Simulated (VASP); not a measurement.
# W (Im-3m) in VASP: notebook

Runs on W. Level: PBE. Tasks: single point.

Program: VASP 6.6.1. These are calculated values, not measurements. Logs are shortened: lines on timing, memory, paths and dates and some standing lists are left out, and cuts for length are marked.

### Step 1. The cell of the first run

The structure is cubic, space group Im-3m (No. 229). The conventional cell has a = 3.119 Å, b = 3.119 Å, c = 3.119 Å, α = 90.00°, β = 90.00°, γ = 90.00°. Within 3.6 Å of W (site symmetry m-3m) lie 14 W at 2.70 to 3.12 Å.

### Step 2. Single point, PBE

File INCAR:

```
PREC = Accurate ; ENCUT = 520
EDIFF = 1E-6 ; ISMEAR = -1
SIGMA = 0.06122561905347299 ; LREAL = False
LASPH = True ; NELM = 60
ALGO = Normal ; ISIF = 2
LWAVE = False ; LCHARG = False
GGA = PE ; NBANDS = 13
```

File KPOINTS:

```
Automatic mesh
0
Gamma
  24 24 24
```

File POSCAR:

```
W
1.0
   -1.5597378460      1.5597378460      1.5597378460
    1.5597378460     -1.5597378460      1.5597378460
    1.5597378460      1.5597378460     -1.5597378460
W
1
Direct
    0.0000000000      0.0000000000      0.0000000000
```

Potentials or basis: VASP PAW PBE potentials, release 64 (W_sv).

Launch:

```bash
$ cat potpaw_PBE.64/W_sv/POTCAR > POTCAR
$ mpirun -np 1 vasp_std > vasp.out
```

OUTCAR:

```text
PREC = Accurate
   ENCUT = 520
   EDIFF = 1E-6
   ISMEAR = -1
   LREAL = False
   LASPH = True
   NELM = 60
   ISIF = 2
   GGA = PE

 ion  position               nearest neighbor table
   1  0.000  0.000  0.000-

  LATTYP: Found a body centered cubic cell.
 ALAT       =     3.1194756920

  Lattice vectors:

 A1 = (  -1.5597378460,   1.5597378460,   1.5597378460)
 A2 = (   1.5597378460,  -1.5597378460,   1.5597378460)
 A3 = (   1.5597378460,   1.5597378460,  -1.5597378460)

Analysis of symmetry for initial positions (statically):
=====================================================================
 Subroutine PRICEL returns:
 Original cell was already a primitive cell.

 Routine SETGRP: Setting up the symmetry group for a
 body centered cubic supercell.

 Subroutine GETGRP returns: Found 48 space group operations
 (whereof 48 operations were pure point group operations)
 out of a pool of 48 trial point group operations.

The static configuration has the point symmetry O_h .

Analysis of symmetry for dynamics (positions and initial velocities):
=====================================================================
 Subroutine PRICEL returns:
 Original cell was already a primitive cell.

 Routine SETGRP: Setting up the symmetry group for a
 body centered cubic supercell.

 Subroutine GETGRP returns: Found 48 space group operations
 (whereof 48 operations were pure point group operations)
 out of a pool of 48 trial point group operations.

The dynamic configuration has the point symmetry O_h .

 Subroutine INISYM returns: Found 48 space group operations
 (whereof 48 operations are pure point group operations),
 and found     1 'primitive' translations

----------------------------------------------------------------------------------------

                                     Primitive cell

  volume of cell :      15.1780

  direct lattice vectors                    reciprocal lattice vectors
    -1.559737846  1.559737846  1.559737846     0.000000000  0.320566691  0.320566691
     1.559737846 -1.559737846  1.559737846     0.320566691  0.000000000  0.320566691
     1.559737846  1.559737846 -1.559737846     0.320566691  0.320566691  0.000000000

  length of vectors
     2.701545196  2.701545196  2.701545196     0.453349762  0.453349762  0.453349762

  position of ions in fractional coordinates (direct lattice)
     0.000000000  0.000000000  0.000000000

  ion indices of the primitive-cell ions
   primitive index   ion index
                 1           1

----------------------------------------------------------------------------------------

 KPOINTS: Automatic mesh

Automatic generation of k-mesh.
 Grid dimensions read from file:
 generate k-points for:   24   24   24

 Generating k-lattice:

  Cartesian coordinates                     Fractional coordinates (reciprocal lattice)
     0.000000000  0.013356945  0.013356945     0.041666667  0.000000000  0.000000000
     0.013356945  0.000000000  0.013356945     0.000000000  0.041666667  0.000000000
     0.013356945  0.013356945  0.000000000     0.000000000  0.000000000  0.041666667

  Length of vectors
     0.018889573  0.018889573  0.018889573

  Shift w.r.t. Gamma in fractional coordinates (k-lattice)
     0.000000000  0.000000000  0.000000000

 Subroutine IBZKPT returns following result:
 ===========================================

 Found    413 irreducible k-points:

 Following reciprocal coordinates:
            Coordinates               Weight
  0.000000  0.000000  0.000000      1.000000
  0.041667  0.000000  0.000000     12.000000
  0.083333  0.000000  0.000000     12.000000
  0.125000  0.000000  0.000000     12.000000
  0.166667  0.000000  0.000000     12.000000
  0.208333  0.000000  0.000000     12.000000
[... 16 lines left out ...]
  0.416667  0.041667  0.000000     48.000000
  0.458333  0.041667  0.000000     48.000000
 [... further k-points ...]
   k-points           NKPTS =    413   k-points in BZ     NKDIM =    413   number of bands    NBANDS=     13
   number of dos      NEDOS =    301   number of ions     NIONS =      1
   total plane-waves  NPLWV =   8000
   dimension x,y,z NGX =    20 NGY =   20 NGZ =   20
   dimension x,y,z NGXF=    40 NGYF=   40 NGZF=   40
   ions per type =               1
   NGX,Y,Z   is equivalent  to a cutoff of  12.31, 12.31, 12.31 a.u.
   NGXF,Y,Z  is equivalent  to a cutoff of  24.61, 24.61, 24.61 a.u.
 SYSTEM =  unknown system
   PREC   = accura    normal or accurate (medium, high low for compatibility)
   ISTART =      0    job   : 0-new  1-cont  2-samecut
   ICHARG =      2    charge: 1-file 2-atom 10-const
   ISPIN  =      1    spin polarized calculation?
   LNONCOLLINEAR =      F non collinear calculations
   LSORBIT =      F    spin-orbit coupling
   LASPH  =      T    aspherical Exc in radial PAW
   ENCUT  =  520.0 eV  38.22 Ry    6.18 a.u.   5.02  5.02  5.02*2*pi/ulx,y,z
   NELM   =     60;   NELMIN=  2; NELMDL= -5     # of ELM steps
   EDIFF  = 0.1E-05   stopping-criterion for ELM
   LREAL  =      F    real-space projection
   EDIFFG = 0.1E-04   stopping-criterion for IOM
   NSW    =      0    number of steps for IOM
   IBRION =     -1    ionic relax: 0-MD 1-quasi-New 2-CG
   NFREE  =      0    steps in history (QN), initial steepest desc. (CG)
   ISIF   =      2    stress and relaxation
   ISYM   =      2    0-nonsym 1-usesym 2-fastsym
   POTIM  = 0.5000    time-step for ionic-motion
   TEBEG  =    0.0;   TEEND  =   0.0 temperature during run
   PSTRESS=    0.0 pullay stress
   NELECT =      14.0000    total number of electrons
   NUPDOWN=      -1.0000    fix difference up-down
   EMIN   =  10.00;   EMAX   =-10.00  energy-range for DOS
   EFERMI =   0.00;   METHOD = LEGACY
   ISMEAR =    -1;   SIGMA  =   0.06  broadening in eV -4-tet -1-fermi 0-gaus
   EFERMI_NEDOS =   21; number of points for ismear=-14 and -15
   IALGO  =     38    algorithm
   IMIX   =      4    mixing-type and parameters
     AMIX     =   0.40;   BMIX     =  1.00
     AMIX_MAG =   1.60;   BMIX_MAG =  1.00
  volume/ion in A,a.u.               =      15.18       102.43
  Fermi-wavevector in a.u.,A,eV,Ry     =   1.593600  3.011467 34.552811  2.539560
  Thomas-Fermi vector in A             =   2.691804
   LORBIT       =      0    0 simple, 1 ext, 2 COOP (PROOUT), +10 PAW based schemes
   GGA     = PE    functional components
   LHFCALC =     F    Hartree Fock is set to
   AEXX    =    0.0000 exact exchange contribution
   IVDW    =     0    specifies the selected vdW correction
   LEPSILON=     F    determine dielectric tensor
   LRPA    =     F    only Hartree local field effects (RPA)
 non-spin polarized calculation
  energy-cutoff  :      520.00
  volume of cell :       15.18
 maximum number of plane-waves:       420
   NGX =  9   NGY =  9   NGZ =  9

 number of electron      14.0000003 magnetization

 Free energy of the ion-electron system (eV)
  ---------------------------------------------------
  ext. energy  EPLUGINS =         0.00000000
  ---------------------------------------------------
  free energy    TOTEN  =       -12.89461149 eV

  energy without entropy =      -12.88954650  energy(sigma->0) =      -12.89207900

 E-fermi :  12.1427     XC(G=0): -13.8886

 val. band max:       12.1319152511   @ k =  -0.2500   0.3333   0.1250
 cond. band min:      12.1603888500   @ k =   0.4167   0.0833   0.0417
 fundamental gap:      0.0284735989
 Fermi energy:        12.1426682008

 k-point     1 :       0.0000    0.0000    0.0000
  band No.  band energies     occupation
      1     -62.0453      2.00000
      2     -25.5372      2.00000
      3     -25.5372      2.00000
      4     -25.5372      2.00000
      5       2.2079      2.00000
      6      10.7788      2.00000
      7      10.7788      2.00000
      8      10.7788      2.00000
      9      14.4489      0.00000
     10      14.4489      0.00000
     11      26.6966      0.00000
     12      26.6966      0.00000
     13      26.6966      0.00000

 k-point     2 :       0.0417    0.0000    0.0000
  band No.  band energies     occupation
      1     -62.0426      2.00000
      2     -25.5649      2.00000
      3     -25.5457      2.00000
      4     -25.5374      2.00000
      5       2.2974      2.00000
      6      10.7230      2.00000
      7      10.7671      2.00000
      8      10.8650      2.00000
      9      14.3543      0.00000
     10      14.4486      0.00000
     11      26.7762      0.00000
     12      26.8479      0.00000
     13      26.9286      0.00000

 k-point     3 :       0.0833    0.0000    0.0000
  band No.  band energies     occupation
      1     -62.0345      2.00000
      2     -25.6455      2.00000
      3     -25.5706      2.00000
      4     -25.5379      2.00000
      5       2.5598      2.00000
      6      10.5635      2.00000
      7      10.7220      2.00000
      8      11.1220      2.00000
      9      14.1202      0.00000
     10      14.4507      0.00000
     11      26.9960      0.00000
     12      27.2934      0.00000
     13      27.5672      0.00000
[... 305 lines left out ...]
 k-point    23 :       0.4167    0.0417    0.0000
  band No.  band energies     occupation
      1     -61.8881      2.00000
      2     -26.9626      2.00000
      3     -26.0059      2.00000
      4     -25.5581      2.00000
      5       5.6124      2.00000
      6       8.3898      2.00000
      7      12.1801      0.70348
      8      14.4196      0.00000
      9      15.3968      0.00000
     10      18.1662      0.00000
     11      24.0500      0.00000
     12      24.4104      0.00000
     13      30.2321      0.00000

 k-point    24 :       0.4583    0.0417    0.0000
  band No.  band energies     occupation
      1     -61.8825      2.00000
      2     -27.0079      2.00000
      3     -26.0220      2.00000
      4     -25.5585      2.00000
      5       5.5863      2.00000
      6       8.3246      2.00000
      7      12.6642      0.00040
      8      14.3533      0.00000
      9      15.5010      0.00000
     10      18.6652      0.00000
     11      23.7662      0.00000
     12      23.9458      0.00000
     13      29.5656      0.00000

 [... further k-points ...]

------------------------ aborting loop because EDIFF is reached ----------------------------------------

  FORCE on cell =-STRESS in cart. coord.  units (eV):
  Direction    XX          YY          ZZ          XY          YZ          ZX
  --------------------------------------------------------------------------------------
  -------------------------------------------------------------------------------------
  Total        2.0637280      2.0637280      2.0637280      0.0000000      0.0000000     -0.0000000
  in kB      217.8453136    217.8453136    217.8453136      0.0000000      0.0000000     -0.0000000
  external PRESSURE =     217.8453136 kB  Pullay stress =       0.0000000 kB

 VOLUME and BASIS-vectors are now :
 -----------------------------------------------------------------------------
  energy-cutoff  :      520.00
  volume of cell :       15.18
      direct lattice vectors                 reciprocal lattice vectors
    -1.559737846  1.559737846  1.559737846     0.000000000  0.320566691  0.320566691
     1.559737846 -1.559737846  1.559737846     0.320566691  0.000000000  0.320566691
     1.559737846  1.559737846 -1.559737846     0.320566691  0.320566691  0.000000000

 POSITION                                       TOTAL-FORCE (eV/Angst)
 -----------------------------------------------------------------------------------
      0.00000      0.00000      0.00000        -0.000000      0.000000     -0.000000
 -----------------------------------------------------------------------------------
    total drift:                                0.000000     -0.000000      0.000000

  FREE ENERGIE OF THE ION-ELECTRON SYSTEM (eV)
  ---------------------------------------------------
  free  energy   TOTEN  =       -12.8946114928 eV

  energy  without entropy=      -12.8895464978  energy(sigma->0) =      -12.89207900
```

It took 23 s on 1 thread of Intel Xeon 6975P-C (Granite Rapids), shared host; peak memory 0.19 GiB.

What came out:

- Free energy: -12.8946 eV
- Pressure: 21.8 GPa
- Band gap on the k mesh: zero (band 7 reaches 17.57 eV, above the bottom of band 8 at 10.78 eV)

Caveat: spin-orbit coupling is left out, which moves the levels of the heavy elements.

### Step 3. Single point, PBE

File INCAR:

```
SYSTEM = W
  ALGO = Normal
  EDIFF = 1E-6
  ENCUT = 520
  GGA = PE
  ISIF = 2
  ISMEAR = -1
  LASPH = .True.
  LCHARG = .False.
  LREAL = .False.
  LWAVE = .False.
  NBANDS = 13
  NELM = 100
  PREC = Accurate
  SIGMA = 0.06122561905347299
```

File KPOINTS:

```
k-points
0
Gamma
  16 16 16
  0 0 0
```

POSCAR is that of step 2.

Potentials or basis: VASP PAW PBE potentials, release 64 (W_sv).

Launch:

```bash
$ cat potpaw_PBE.64/W_sv/POTCAR > POTCAR
$ mpirun -np 1 vasp_std > vasp.out
```

It took 25 s on 1 thread of Intel Xeon 8259CL, shared host; peak memory 0.14 GiB.

Results (log left out):

```
Free energy            : -12.8979 eV
Pressure               : 21.6 GPa
Band gap on the k mesh : zero (band 7 reaches 17.57 eV, above the bottom of band 8 at 10.78 eV)
```

Levels at points of the mesh, in eV from the Fermi level:
| k point | band 3 | band 4 | band 5 | band 6 | band 7 | band 8 | band 9 | band 10 | band 11 | band 12 |
| --- | --- | --- | --- | --- | --- | --- | --- | --- | --- | --- |
| (0.00, 0.00, 0.00) | -37.66 | -37.66 | -9.92 | -1.34 | -1.34 | -1.34 | 2.33 | 2.33 | 14.57 | 14.57 |
| (0.50, 0.00, 0.00) | -38.14 | -37.67 | -6.61 | -3.82 | 0.80 | 2.25 | 3.28 | 6.51 | 11.56 | 11.77 |
| (0.50, 0.50, 0.50) | -38.69 | -38.69 | -6.23 | -6.23 | 5.45 | 5.45 | 5.45 | 8.57 | 8.57 | 8.57 |

Caveat: spin-orbit coupling is left out, which moves the levels of the heavy elements.
